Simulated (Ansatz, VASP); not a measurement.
**Two plane-wave programs on HfN**

INCAR

```
PREC = Accurate
ENCUT = 600
EDIFF = 1E-6
ISMEAR = 0
SIGMA = 0.05
LREAL = False
LASPH = True
NELM = 120
ALGO = Normal
ISIF = 2
LWAVE = False
LCHARG = False
GGA = PE
NBANDS = 14
GGA_COMPAT = False
```

Contents of KPOINTS:

```
Automatic mesh
0
Gamma
  14 14 12
```

POSCAR

```
HfN
1.0
    3.1300051367      0.0000000000      0.0000000000
   -1.5650025683      2.6838257053      0.0000000000
    0.0000000000      0.0000000000      2.9130017211
Hf N
1 1
Direct
    0.0000000000      0.0000000000      0.0000000000
    0.6666666667      0.3333333333      0.5000000000
```

Input for Ansatz:

```yaml
crystal:
  lattice:
    - [3.1300051367, 0.0, 0.0]
    - [-1.5650025683, 2.6838257053, 0.0]
    - [0.0, 0.0, 2.9130017211]
  atoms:
    - { symbol: Hf, position: [0.0, 0.0, 0.0] }
    - { symbol: "N", position: [0.6666666667, 0.3333333333, 0.5] }
basis:
  ecutwfc: 420
  ecutrho_ratio: 4
kpoints:
  mp_grid: { grid: [14, 14, 12] }
hamiltonian:
  xc: pbe
scf:
  occupations: { method: gaussian, width: 0.05 }
output:
  forces: true
  stress: true
  eigenvalues: true
```

Change from the starting cell: strain e1 = +0.01, atoms carried along.

Alike in both runs: task single point; functional PBE; k mesh 14 × 14 × 12; occupations gaussian, width 0.05 eV; no spin polarisation.

```csv
,VASP,Ansatz
version,VASP 6.6.1,Ansatz 0.2.0
potentials or method,"VASP PAW PBE potentials, release 64 (Hf_pv, N), cutoff 600 eV","scalar-relativistic, plane waves, PAW"
valence electrons in the cell,15,31
```

```tsv
	VASP	Ansatz	Ansatz less VASP
gap on the k mesh at the Fermi level (eV)	none	none	-
pressure (GPa)	-4.2	-2.2	+2.05
traceless stress, the component that is largest in VASP (GPa)	-1.93	-2.09	-0.163
rms of the force components (eV/Å)	0.012	0.014	+0.0020
```

Atom by atom the forces differ by 0.002 eV/Å (rms over components). A gap of «none» marks a metal or a gap that the smearing closes. VASP's potentials hold 15 valence electrons a cell and Ansatz's 31, so a difference there can come from the potentials and not from the codes.

Spin-orbit coupling is off throughout.
